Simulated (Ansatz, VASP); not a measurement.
## Two plane-wave programs on Zr

```xyz
3
Lattice="4.8620 0.0000 0.0000 -2.4310 4.2106 0.0000 0.0000 0.0000 3.0063" Properties=species:S:1:pos:R:3 pbc="T T T"
Zr    0.0000    0.0000    0.0000
Zr    0.0000    2.8071    1.5032
Zr    2.4310    1.4035    1.5032
```

Alike in both runs: task relaxation of cell and atoms; functional r2SCAN; k mesh 6 × 6 × 6; occupations gaussian, width 0.1 eV; no spin polarisation.

|  | VASP | Ansatz |
| --- | --- | --- |
| version | VASP 6.6.1 | Ansatz 0.2.0 |
| potentials or method | VASP PAW PBE potentials, release 64 (Zr_sv), cutoff 600 eV | scalar-relativistic, plane waves, PAW |
| valence electrons in the cell | 36 | 36 |

VASP gave:

| Quantity | Value |
| --- | --- |
| gap on the k mesh at the Fermi level, each at its own relaxed structure (eV) | none |
| relaxed volume (Å³/atom) | 23.13 |
| relaxed length of the cell vector where the two differ most in proportion (Å) | 3.165 |

Question: What did Ansatz give for the same quantities?

Answer: gap on the k mesh at the Fermi level, each at its own relaxed structure (eV): none; relaxed volume (Å³/atom): 23.10; relaxed length of the cell vector where the two differ most in proportion (Å): 3.163.

VASP's potentials were made for PBE, not for r2SCAN. A gap of «none» marks a metal or a gap that the smearing closes.
